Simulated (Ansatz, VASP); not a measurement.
**Two plane-wave programs on BiO5**

```
Bi O
1.0
     3.75086    0.00000    0.00000
    -1.87543    3.24834    0.00000
     0.00000    0.00000    6.53014
Bi O
1 5
Direct
  0.66667 0.33333 0.50000
  0.00000 0.00000 0.50000
  0.00000 0.00000 0.00000
  0.66667 0.33333 0.18915
  0.66667 0.33333 0.81085
  0.33333 0.66667 0.00000
```

Alike in both runs: functional PBE; k mesh 5 × 5 × 3; occupations gaussian, width 0.2 eV; no spin polarisation.

Ansatz relaxed the structure, and its values are those at the end. VASP's run is a single point on that final structure, the one shown.

|  | VASP | Ansatz |
| --- | --- | --- |
| version | VASP 6.6.1 | Ansatz 0.2.0 |
| potentials or method | VASP PAW PBE potentials, release 64 (Bi_d, O), cutoff 600 eV | scalar-relativistic, plane waves, PAW |
| valence electrons in the cell | 45 | 45 |

VASP gave:

| Property | Result |
| --- | --- |
| gap on the k mesh at the Fermi level (eV) | none |
| pressure (GPa) | 0.2 |
| rms of the force components (eV/Å) | 0.029 |

Task: Which values does Ansatz return?

Result: gap on the k mesh at the Fermi level (eV): none; pressure (GPa): 0.1; rms of the force components (eV/Å): 0.006.

A gap of «none» marks a metal or a gap that the smearing closes. The functional is the same, so the differences come from potentials, cutoffs and numerics.

The k mesh is coarse, so the values compare programs but aren't converged. Neither program's run includes spin-orbit coupling.
